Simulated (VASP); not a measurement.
Crystal: TaAl5.

```
CELL_PARAMETERS angstrom
5.17010 0.00000 0.00000
-2.58505 4.47744 0.00000
0.00000 0.00000 4.74044
ATOMIC_POSITIONS crystal
Ta 0.00000 0.00000 0.00000
Al 0.31303 0.00000 0.50000
Al 0.68697 0.68697 0.50000
Al 0.00000 0.31303 0.50000
Al 0.33333 0.66667 0.00000
Al 0.66667 0.33333 0.00000
```

| Quantity | Value |
| --- | --- |
| Program | VASP 6.6.1 |
| Task | relaxation of cell and atoms |
| Functional | PBE |
| Potentials or basis | VASP PAW PBE potentials, release 64 (Ta_pv, Al) |
| Cutoff | 600 eV |
| k mesh | 6 × 6 × 4 |
| Occupations | gaussian, width 0.1 eV |
| Spin | no spin polarisation |

At the start: pressure -8.0 GPa; volume 18.29 Å³/atom.

Q: How do energy, volume and symmetry change on relaxing?

A: Over 8 steps the energy falls by 57.1 meV/atom and the volume is 16.51 Å³/atom (-9.7 %); space group P-62m (No. 189, to 0.05 Å).

The path:
| step | energy change (eV) | largest force (eV/Å) | pressure (GPa) | volume (Å³) |
| --- | --- | --- | --- | --- |
| 1 | 0.0000 | 0.2072 | -7.99 | 109.74 |
| 2 | -0.2343 | 0.6469 | 4.37 | 95.88 |
| 3 | -0.2803 | 0.5108 | 0.18 | 99.54 |
| 4 | -0.3099 | 0.3302 | 0.19 | 99.12 |
| 5 | -0.3297 | 0.0454 | 0.34 | 98.43 |
| 6 | -0.3368 | 0.0285 | -0.25 | 99.00 |
| 7 | -0.3394 | 0.0030 | -0.86 | 99.62 |
| 8 | -0.3424 | 0.0118 | -0.27 | 99.08 |

Final structure:
```xyz
6
Lattice="5.0443 0.0000 0.0000 -2.5222 4.3685 0.0000 0.0000 0.0000 4.4963" Properties=species:S:1:pos:R:3 pbc="T T T"
Ta    0.0000    0.0000    0.0000
Al    1.6697    0.0000    2.2481
Al    1.6873    2.9226    2.2481
Al   -0.8348    1.4460    2.2481
Al    0.0000    2.9123    0.0000
Al    2.5222    1.4562    0.0000
```
